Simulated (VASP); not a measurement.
# MgCdSe (P4/mmm) in VASP: further runs

The runs below take MgCdSe through single point, relaxation of cell and atoms, with PBE.

Program: VASP 6.6.1. These are calculated values, not measurements. Logs are shortened: lines on timing, memory, paths and dates and some standing lists are left out, and cuts for length are marked.

### 1 The cell of the first run

It takes space group P4/mmm (No. 123, tetragonal). Conventional cell: a = 3.845 Å, b = 3.845 Å, c = 4.663 Å, α = 90.00°, β = 90.00°, γ = 90.00°. Within 3.1 Å of Mg (site symmetry 4/mmm) lie 2 Cd at 2.33 Å. Within 3.1 Å of Cd (site symmetry 4/mmm) lie 2 Mg at 2.33 Å and 4 Se at 2.72 Å. Se (site symmetry 4/mmm) has 4 Cd at 2.72 Å and 8 Mg at 3.58 Å within 3.6 Å.

The cell was built from a structure type or drawn by symmetry, and may not be a known phase.

### 2 Single point, PBE

INCAR reads:

```
SYSTEM = MgCdSe
PREC     = Accurate       ! precision mode
ENCUT    = 520            ! plane-wave cutoff, eV
EDIFF    = 1E-7           ! SCF threshold, eV
ISMEAR   = 0              ! smearing method
SIGMA    = 0.1            ! smearing width, eV
LREAL    = .False.        ! projectors in reciprocal space
LASPH    = .True.         ! aspherical terms in the spheres
NELM     = 60             ! most SCF steps
ALGO     = Normal         ! electronic algorithm
ISIF     = 2              ! what is computed and relaxed
LWAVE    = .False.        ! write WAVECAR
LCHARG   = .False.        ! write CHGCAR
GGA      = PE             ! functional
NBANDS   = 17             ! bands
```

KPOINTS reads:

```
Automatic mesh
0
Gamma
  4 4 4
  0 0 0
```

POSCAR reads:

```
MgCdSe
1.0
    3.8445655600      0.0000000000      0.0000000000
    0.0000000000      3.8445655600      0.0000000000
    0.0000000000      0.0000000000      4.6633043800
Mg Cd Se
1 1 1
Direct
    0.5000000000      0.5000000000      0.5000000000
    0.5000000000      0.5000000000      0.0000000000
    0.0000000000      0.0000000000      0.0000000000
```

Potentials or basis: VASP PAW PBE potentials, release 64 (Mg, Cd, Se).

The run is started by

```
cat potpaw_PBE.64/Mg/POTCAR potpaw_PBE.64/Cd/POTCAR potpaw_PBE.64/Se/POTCAR > POTCAR
mpirun -np 1 vasp_std > vasp.out
```

OUTCAR:

```text
SYSTEM = MgCdSe
   PREC = Accurate
   ENCUT = 520
   EDIFF = 1E-7
   ISMEAR = 0
   LREAL = .False.
   LASPH = .True.
   NELM = 60
   ISIF = 2
   GGA = PE

 ion  position               nearest neighbor table
   1  0.500  0.500  0.500-   2 2.33   2 2.33
   2  0.500  0.500  0.000-   1 2.33   1 2.33   3 2.72   3 2.72   3 2.72   3 2.72
   3  0.000  0.000  0.000-   2 2.72   2 2.72   2 2.72   2 2.72

  LATTYP: Found a simple tetragonal cell.
 ALAT       =     3.8445655600
 C/A-ratio  =     1.2129600360

  Lattice vectors:

 A1 = (   3.8445655600,   0.0000000000,   0.0000000000)
 A2 = (   0.0000000000,   3.8445655600,   0.0000000000)
 A3 = (   0.0000000000,   0.0000000000,   4.6633043800)

Analysis of symmetry for initial positions (statically):
=====================================================================
 Subroutine PRICEL returns:
 Original cell was already a primitive cell.

 Routine SETGRP: Setting up the symmetry group for a
 simple tetragonal supercell.

 Subroutine GETGRP returns: Found 16 space group operations
 (whereof 16 operations were pure point group operations)
 out of a pool of 16 trial point group operations.

The static configuration has the point symmetry D_4h.

Analysis of symmetry for dynamics (positions and initial velocities):
=====================================================================
 Subroutine PRICEL returns:
 Original cell was already a primitive cell.

 Routine SETGRP: Setting up the symmetry group for a
 simple tetragonal supercell.

 Subroutine GETGRP returns: Found 16 space group operations
 (whereof 16 operations were pure point group operations)
 out of a pool of 16 trial point group operations.

The dynamic configuration has the point symmetry D_4h.

 Subroutine INISYM returns: Found 16 space group operations
 (whereof 16 operations are pure point group operations),
 and found     1 'primitive' translations

----------------------------------------------------------------------------------------

                                     Primitive cell

  volume of cell :      68.9268

  direct lattice vectors                    reciprocal lattice vectors
     3.844565560  0.000000000  0.000000000     0.260107413  0.000000000  0.000000000
     0.000000000  3.844565560  0.000000000     0.000000000  0.260107413  0.000000000
     0.000000000  0.000000000  4.663304380     0.000000000  0.000000000  0.214440216

  length of vectors
     3.844565560  3.844565560  4.663304380     0.260107413  0.260107413  0.214440216

  position of ions in fractional coordinates (direct lattice)
     0.500000000  0.500000000  0.500000000
     0.500000000  0.500000000  0.000000000
     0.000000000  0.000000000  0.000000000

  ion indices of the primitive-cell ions
   primitive index   ion index
                 1           1
                 2           2
                 3           3

----------------------------------------------------------------------------------------

 KPOINTS: Automatic mesh

Automatic generation of k-mesh.
 Grid dimensions read from file:
 generate k-points for:    4    4    4

 Generating k-lattice:

  Cartesian coordinates                     Fractional coordinates (reciprocal lattice)
     0.065026853  0.000000000  0.000000000     0.250000000  0.000000000  0.000000000
     0.000000000  0.065026853  0.000000000     0.000000000  0.250000000  0.000000000
     0.000000000  0.000000000  0.053610054     0.000000000  0.000000000  0.250000000

  Length of vectors
     0.065026853  0.065026853  0.053610054

  Shift w.r.t. Gamma in fractional coordinates (k-lattice)
     0.000000000  0.000000000  0.000000000

 Subroutine IBZKPT returns following result:
 ===========================================

 Found     18 irreducible k-points:

 Following reciprocal coordinates:
            Coordinates               Weight
  0.000000  0.000000  0.000000      1.000000
  0.250000  0.000000  0.000000      4.000000
  0.500000  0.000000  0.000000      2.000000
  0.250000  0.250000  0.000000      4.000000
  0.500000  0.250000  0.000000      4.000000
  0.500000  0.500000  0.000000      1.000000
[... 10 lines left out ...]
  0.500000  0.250000  0.500000      4.000000
  0.500000  0.500000  0.500000      1.000000
   k-points           NKPTS =     18   k-points in BZ     NKDIM =     18   number of bands    NBANDS=     17
   number of dos      NEDOS =    301   number of ions     NIONS =      3
   total plane-waves  NPLWV =  32400
   dimension x,y,z NGX =    30 NGY =   30 NGZ =   36
   dimension x,y,z NGXF=    60 NGYF=   60 NGZF=   72
   ions per type =               1   1   1
   NGX,Y,Z   is equivalent  to a cutoff of  12.97, 12.97, 12.83 a.u.
   NGXF,Y,Z  is equivalent  to a cutoff of  25.95, 25.95, 25.67 a.u.
 SYSTEM =  MgCdSe
   PREC   = accura    normal or accurate (medium, high low for compatibility)
   ISTART =      0    job   : 0-new  1-cont  2-samecut
   ICHARG =      2    charge: 1-file 2-atom 10-const
   ISPIN  =      1    spin polarized calculation?
   LNONCOLLINEAR =      F non collinear calculations
   LSORBIT =      F    spin-orbit coupling
   LASPH  =      T    aspherical Exc in radial PAW
   ENCUT  =  520.0 eV  38.22 Ry    6.18 a.u.   7.15  7.15  8.67*2*pi/ulx,y,z
   NELM   =     60;   NELMIN=  2; NELMDL= -5     # of ELM steps
   EDIFF  = 0.1E-06   stopping-criterion for ELM
   LREAL  =      F    real-space projection
   EDIFFG = 0.1E-05   stopping-criterion for IOM
   NSW    =      0    number of steps for IOM
   IBRION =     -1    ionic relax: 0-MD 1-quasi-New 2-CG
   NFREE  =      0    steps in history (QN), initial steepest desc. (CG)
   ISIF   =      2    stress and relaxation
   ISYM   =      2    0-nonsym 1-usesym 2-fastsym
   POTIM  = 0.5000    time-step for ionic-motion
   TEBEG  =    0.0;   TEEND  =   0.0 temperature during run
   PSTRESS=    0.0 pullay stress
   NELECT =      20.0000    total number of electrons
   NUPDOWN=      -1.0000    fix difference up-down
   EMIN   =  10.00;   EMAX   =-10.00  energy-range for DOS
   EFERMI =   0.00;   METHOD = LEGACY
   ISMEAR =     0;   SIGMA  =   0.10  broadening in eV -4-tet -1-fermi 0-gaus
   EFERMI_NEDOS =   21; number of points for ismear=-14 and -15
   IALGO  =     38    algorithm
   IMIX   =      4    mixing-type and parameters
     AMIX     =   0.40;   BMIX     =  1.00
     AMIX_MAG =   1.60;   BMIX_MAG =  1.00
  volume/ion in A,a.u.               =      22.98       155.05
  Fermi-wavevector in a.u.,A,eV,Ry     =   1.083816  2.048114 15.982168  1.174656
  Thomas-Fermi vector in A             =   2.219891
   LORBIT       =      0    0 simple, 1 ext, 2 COOP (PROOUT), +10 PAW based schemes
   GGA     = PE    functional components
   LHFCALC =     F    Hartree Fock is set to
   AEXX    =    0.0000 exact exchange contribution
   IVDW    =     0    specifies the selected vdW correction
   LEPSILON=     F    determine dielectric tensor
   LRPA    =     F    only Hartree local field effects (RPA)
 non-spin polarized calculation
 Gauss-broadening in eV      SIGMA  =   0.10
  energy-cutoff  :      520.00
  volume of cell :       68.93
 maximum number of plane-waves:      1880
 NGX is ok and might be reduce to    30
   NGX = 15   NGY = 15   NGZ = 17

 number of electron      19.9999994 magnetization

 Free energy of the ion-electron system (eV)
  ---------------------------------------------------
  ext. energy  EPLUGINS =         0.00000000
  ---------------------------------------------------
  free energy    TOTEN  =        -4.22447415 eV

  energy without entropy =       -4.21374472  energy(sigma->0) =       -4.21910943

 E-fermi :   3.1923     XC(G=0):  -9.4463

 val. band max:        3.1008678119   @ k =   0.2500   0.0000   0.2500
 cond. band min:       3.2356675761   @ k =   0.2500   0.2500   0.2500
 fundamental gap:      0.1347997642
 Fermi energy:         3.1923014886

 k-point     1 :       0.0000    0.0000    0.0000
  band No.  band energies     occupation
      1     -10.6226      2.00000
      2      -6.6717      2.00000
      3      -6.1503      2.00000
      4      -6.1503      2.00000
      5      -6.0277      2.00000
      6      -5.8966      2.00000
[... 9 lines left out ...]
     16      12.5550      0.00000
     17      12.5550      0.00000

 k-point     2 :       0.2500    0.0000    0.0000
  band No.  band energies     occupation
      1     -10.2905      2.00000
      2      -6.6867      2.00000
      3      -6.2264      2.00000
      4      -6.1441      2.00000
      5      -6.0732      2.00000
      6      -5.9819      2.00000
[... 9 lines left out ...]
     16      11.0099      0.00000
     17      11.9320      0.00000

 k-point     3 :       0.5000    0.0000    0.0000
  band No.  band energies     occupation
      1      -9.8724      2.00000
      2      -6.7512      2.00000
      3      -6.2983      2.00000
      4      -6.2325      2.00000
      5      -6.1378      2.00000
      6      -5.9732      2.00000
[... 9 lines left out ...]
     16      12.6991      0.00000
     17      13.7196      0.00000

 k-point     4 :       0.2500    0.2500    0.0000
  band No.  band energies     occupation
      1     -10.1129      2.00000
      2      -6.7017      2.00000
      3      -6.2209      2.00000
      4      -6.1944      2.00000
      5      -5.9880      2.00000
      6      -5.8829      2.00000
[... 9 lines left out ...]
     16       9.9712      0.00000
     17      11.6772      0.00000
[... 223 lines left out ...]
      1     -10.0416      2.00000
      2      -6.5554      2.00000
      3      -6.2464      2.00000
      4      -6.2076      2.00000
      5      -5.9325      2.00000
      6      -5.8772      2.00000
[... 9 lines left out ...]
     16      11.2482      0.00000
     17      12.9501      0.00000

 k-point    17 :       0.5000    0.2500    0.5000
  band No.  band energies     occupation
      1      -9.8713      2.00000
      2      -6.5617      2.00000
      3      -6.3001      2.00000
      4      -6.2023      2.00000
      5      -5.7898      2.00000
      6      -5.7127      2.00000
[... 9 lines left out ...]
     16      10.9559      0.00000
     17      13.6351      0.00000

 k-point    18 :       0.5000    0.5000    0.5000
  band No.  band energies     occupation
      1      -9.9337      2.00000
      2      -6.5057      2.00000
      3      -6.2611      2.00000
      4      -6.2611      2.00000
      5      -5.6418      2.00000
      6      -4.9634      2.00000
[... 9 lines left out ...]
     16      11.7683      0.00000
     17      14.9519      0.00000

------------------------ aborting loop because EDIFF is reached ----------------------------------------

  FORCE on cell =-STRESS in cart. coord.  units (eV):
  Direction    XX          YY          ZZ          XY          YZ          ZX
  --------------------------------------------------------------------------------------
  -------------------------------------------------------------------------------------
  Total        3.8335639      3.8335639     12.7960577      0.0000000     -0.0000000      0.0000000
  in kB       89.1097001     89.1097001    297.4393794      0.0000000     -0.0000000      0.0000000
  external PRESSURE =     158.5529266 kB  Pullay stress =       0.0000000 kB

 VOLUME and BASIS-vectors are now :
 -----------------------------------------------------------------------------
  energy-cutoff  :      520.00
  volume of cell :       68.93
      direct lattice vectors                 reciprocal lattice vectors
     3.844565560  0.000000000  0.000000000     0.260107413  0.000000000  0.000000000
     0.000000000  3.844565560  0.000000000     0.000000000  0.260107413  0.000000000
     0.000000000  0.000000000  4.663304380     0.000000000  0.000000000  0.214440216

 POSITION                                       TOTAL-FORCE (eV/Angst)
 -----------------------------------------------------------------------------------
      1.92228      1.92228      2.33165         0.000000      0.000000      0.000000
      1.92228      1.92228      0.00000         0.000000      0.000000      0.000000
      0.00000      0.00000      0.00000         0.000000      0.000000      0.000000
 -----------------------------------------------------------------------------------
    total drift:                                0.000000      0.000000      0.000000

  FREE ENERGIE OF THE ION-ELECTRON SYSTEM (eV)
  ---------------------------------------------------
  free  energy   TOTEN  =        -4.2244741483 eV

  energy  without entropy=       -4.2137447206  energy(sigma->0) =       -4.21910943
```

It took 14 s on 1 thread of Intel Xeon Platinum 8488C (Sapphire Rapids), shared host; peak memory 0.19 GiB.

What came out:

```
Free energy            : -4.2245 eV
Pressure               : 15.9 GPa
Band gap on the k mesh : zero (bands 10 and 11 overlap by 1.11 eV)
```

Caveat: the k points lie up to 0.41 Å⁻¹ apart, too coarse for converged energies and pressures of a metal.

(Continued in part 2 of 2.)
